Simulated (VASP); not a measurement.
A run of VASP 6.6.1:

The input INCAR:

```
PREC = Accurate
ENCUT = 520
EDIFF = 1E-6
ISMEAR = -1
SIGMA = 0.05
LREAL = F
LASPH = T
NELM = 80
ALGO = Normal
ISIF = 2
LWAVE = F
LCHARG = T
GGA = PE
LELF = T
LVHAR = T
NBANDS = 28
```

The input KPOINTS:

```
Automatic mesh
0
Gamma
  2 2 2
```

File POSCAR:

```
BaTiO3
1.0
    3.9998000000      0.0000000000      0.0000000000
    0.0000000000      3.9998000000      0.0000000000
    0.0000000000      0.0000000000      4.0180000000
Ba Ti O
1 1 3
Direct
    0.0000000000      0.0000000000      0.0000000000
    0.5000000000      0.5000000000      0.4900000000
    0.0000000000      0.5000000000      0.5170000000
    0.5000000000      0.0000000000      0.5170000000
    0.5000000000      0.5000000000      0.0190000000
```

Potentials or basis: VASP PAW PBE potentials, release 64 (Ba_sv, Ti_sv, O).

Launch:

```console
$ cat potpaw_PBE.64/Ba_sv/POTCAR potpaw_PBE.64/Ti_sv/POTCAR potpaw_PBE.64/O/POTCAR > POTCAR
$ mpirun -np 1 vasp_std > vasp.out
```

Hardware: 1 thread of Intel(R) Xeon(R) 6975P-C (Granite Rapids), with other jobs on the host.

Q: Estimate the wall time of this run.

A: Run time: 7.5 s on 1 thread of Intel(R) Xeon(R) 6975P-C (Granite Rapids), with other jobs on the host, peak memory 0.17 GiB. Counts: scf iterations 16, k points 6.
